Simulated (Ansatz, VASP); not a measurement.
Ti: VASP beside Ansatz

Contents of POSCAR:

```
Ti
1.0
    2.7981000000      0.0000000000      0.0000000000
   -1.3990500000      2.4232256823      0.0000000000
    0.0000000000      0.0000000000      4.4529000000
Ti
2
Direct
    0.3333333333      0.6666666667      0.2500000000
    0.6666666667      0.3333333333      0.7500000000
```

File INCAR.step1:

```
SYSTEM = Ti
ALGO = Normal
EDIFF = 1E-4
ENCUT = 520
GGA = PE
ISMEAR = 1
LASPH = .True.
LCHARG = .False.
LREAL = .False.
LWAVE = .True.
NBANDS = 19
NELM = 80
PREC = Accurate
SIGMA = 0.05
```

The input INCAR.step2:

```
SYSTEM = Ti
ALGO = Normal
EDIFF = 1E-6
ENCUT = 520
ISIF = 2
ISMEAR = 1
ISTART = 1
LASPH = .True.
LCHARG = .False.
LMIXTAU = .True.
LREAL = .False.
LWAVE = .False.
METAGGA = R2SCAN
NBANDS = 19
NELM = 80
PREC = Accurate
SIGMA = 0.05
```

The input KPOINTS:

```
k-points
0
Gamma
  18 18 10
  0 0 0
```

Input for Ansatz:

```yaml
crystal:
  lattice:
    - [2.7981, 0.0, 0.0]
    - [-1.39905, 2.4232256823, 0.0]
    - [0.0, 0.0, 4.4529]
  atoms:
    - { symbol: Ti, position: [0.3333333333, 0.6666666667, 0.25] }
    - { symbol: Ti, position: [0.6666666667, 0.3333333333, 0.75] }
basis:
  ecutwfc: 520.0
kpoints:
  mp_grid: { grid: [18, 18, 10] }
hamiltonian:
  xc: r2scan
scf:
  occupations: { method: cold, width: 0.05 }
output:
  forces: true
  stress: true
  eigenvalues: true
```

Alike in both runs: task single point; functional r2SCAN; k mesh 18 × 18 × 10; no spin polarisation.

```csv
,VASP,Ansatz
version,VASP 6.6.1,Ansatz 0.2.0
potentials or method,"VASP PAW PBE potentials, release 64 (Ti_sv), cutoff 520 eV","scalar-relativistic, plane waves, PAW"
occupations,"methfessel-paxton of order 1, width 0.05 eV","cold, width 0.05 eV"
valence electrons in the cell,24,24
```

Ansatz gave:

```
gap on the k mesh at the Fermi level (eV)                     : none
pressure (GPa)                                                : 20.2
traceless stress, the component that is largest in VASP (GPa) : -0.58
```

Task: What did VASP give for the same quantities?

Result: gap on the k mesh at the Fermi level (eV): none; pressure (GPa): 20.7; traceless stress, the component that is largest in VASP (GPa): -0.60.

VASP's potentials were made for PBE, not for r2SCAN. A gap of «none» marks a metal or a gap that the smearing closes.
